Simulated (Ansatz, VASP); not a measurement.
## Two plane-wave programs on KBr

The input POSCAR:

```
KBr
1.0
    0.0000000000      3.2778516817      3.2778516817
    3.2778516817      0.0000000000      3.2778516817
    3.2778516817      3.2778516817      0.0000000000
Br K
1 1
Direct
    0.5000000000      0.5000000000      0.5000000000
    0.0000000000      0.0000000000      0.0000000000
```

File INCAR.step1:

```
SYSTEM = KBr
PREC     = Accurate       ! precision mode
ENCUT    = 520            ! plane-wave cutoff, eV
EDIFF    = 1E-5           ! SCF threshold, eV
ISMEAR   = 0              ! smearing method
SIGMA    = 0.1            ! smearing width, eV
LREAL    = .False.        ! projectors in reciprocal space
LASPH    = .True.         ! aspherical terms in the spheres
NELM     = 80             ! most SCF steps
ALGO     = Normal         ! electronic algorithm
ISIF     = 2              ! what is computed and relaxed
LWAVE    = .True.         ! write WAVECAR
GGA      = PE             ! functional
NBANDS   = 15             ! bands
```

File INCAR.step2:

```
SYSTEM = KBr
PREC     = Accurate       ! precision mode
ENCUT    = 520            ! plane-wave cutoff, eV
EDIFF    = 1E-7           ! SCF threshold, eV
ISMEAR   = 0              ! smearing method
SIGMA    = 0.1            ! smearing width, eV
LREAL    = .False.        ! projectors in reciprocal space
LASPH    = .True.         ! aspherical terms in the spheres
NELM     = 80             ! most SCF steps
ALGO     = Normal         ! electronic algorithm
ISIF     = 2              ! what is computed and relaxed
LWAVE    = .False.        ! write WAVECAR
LCHARG   = .True.         ! write CHGCAR
GGA      = PE             ! functional
LHFCALC  = .True.         ! exact exchange
AEXX     = 0.25           ! exact-exchange fraction
HFSCREEN = 0.3            ! screening, 1/A
PRECFOCK = Normal       
LELF     = .True.         ! ELF
LVHAR    = .True.       
ISTART   = 1            
NBANDS   = 15             ! bands
```

File KPOINTS:

```
regular mesh
0
Gamma
  4 4 4
  0 0 0
```

The input input.yaml:

```yaml
crystal:
  lattice:
    - [0.0, 3.2778516817, 3.2778516817]
    - [3.2778516817, 0.0, 3.2778516817]
    - [3.2778516817, 3.2778516817, 0.0]
  atoms:
    - { symbol: Br, position: [0.5, 0.5, 0.5] }
    - { symbol: K, position: [0.0, 0.0, 0.0] }
hamiltonian:
  xc: { exchange: pbe, correlation: pbe, exx: { coeff: 0.25, omega: 0.3 } }
  pseudopotentials: { kind: paw }
kpoints:
  mp_grid: { grid: [4, 4, 4] }
scf:
  occupations: { method: gaussian, width: 0.1 }
output:
  forces: true
  stress: true
  eigenvalues: true
```

Alike in both runs: task single point; functional PBE-based screened hybrid with a share of 0.25 of exact exchange and HFSCREEN = 0.3; k mesh 4 × 4 × 4; occupations gaussian, width 0.1 eV; no spin polarisation.

|  | VASP | Ansatz |
| --- | --- | --- |
| version | VASP 6.6.1 | Ansatz 0.2.0 |
| potentials or method | VASP PAW PBE potentials, release 64 (Br, K_sv) | Ansatz PAW |
| plane-wave cutoff (eV) | 520 | 420 |
| valence electrons in the cell | 16 | 16 |

|  | VASP | Ansatz | Ansatz less VASP |
| --- | --- | --- | --- |
| gap on the k mesh at the Fermi level (eV) | 5.43 | 5.43 | +0.004 |
| least direct gap on the mesh (eV) | 5.43 | 5.43 | +0.004 |
| pressure (GPa) | 0.8 | 0.8 | -0.03 |

VASP's potentials were made for PBE, not for PBE-based screened hybrid. The functional is the same, so the differences come from potentials, cutoffs and numerics.
